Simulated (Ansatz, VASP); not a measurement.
Te2Mo: VASP beside Ansatz

```xyz
3
Lattice="3.3626 0.0000 0.0000 -1.6813 2.9121 0.0000 0.0000 0.0000 17.5198" Properties=species:S:1:pos:R:3 pbc="T T T"
Te    0.0000    1.9414   15.7246
Te    0.0000    1.9414    1.7952
Mo    0.0000    0.0000    0.0000
```

Change from the starting cell: strain -0.0300 x Voigt [1, 1, 0, 0, 0, 0], atoms carried along.

Alike in both runs: task single point; functional LDA; k mesh 12 × 12 × 2; occupations gaussian, width 0.05 eV; no spin polarisation.

```csv
,VASP,Ansatz
version,VASP 6.6.1,Ansatz 0.2.0
potentials or method,"VASP PAW LDA potentials, release 64 (Te, Mo_sv), cutoff 520 eV","scalar-relativistic, plane waves, PAW"
valence electrons in the cell,26,46
```

Ansatz gave:

| Property | Result |
| --- | --- |
| gap on the k mesh at the Fermi level (eV) | 1.22 |
| least direct gap on the mesh (eV) | 1.49 |
| rms of the force components (eV/Å) | 0.307 |

What did VASP give for the same quantities?

gap on the k mesh at the Fermi level (eV): 1.21; least direct gap on the mesh (eV): 1.50; rms of the force components (eV/Å): 0.338.

LDA's correlation is that of Perdew and Zunger in VASP and of Perdew and Wang (1992) in Ansatz. Atom by atom the forces differ by 0.031 eV/Å (rms over components). VASP's potentials hold 26 valence electrons a cell and Ansatz's 46, so a difference there can come from the potentials and not from the codes. Ansatz's warnings: xc potential rough in thin density.

Spin-orbit coupling is off throughout.
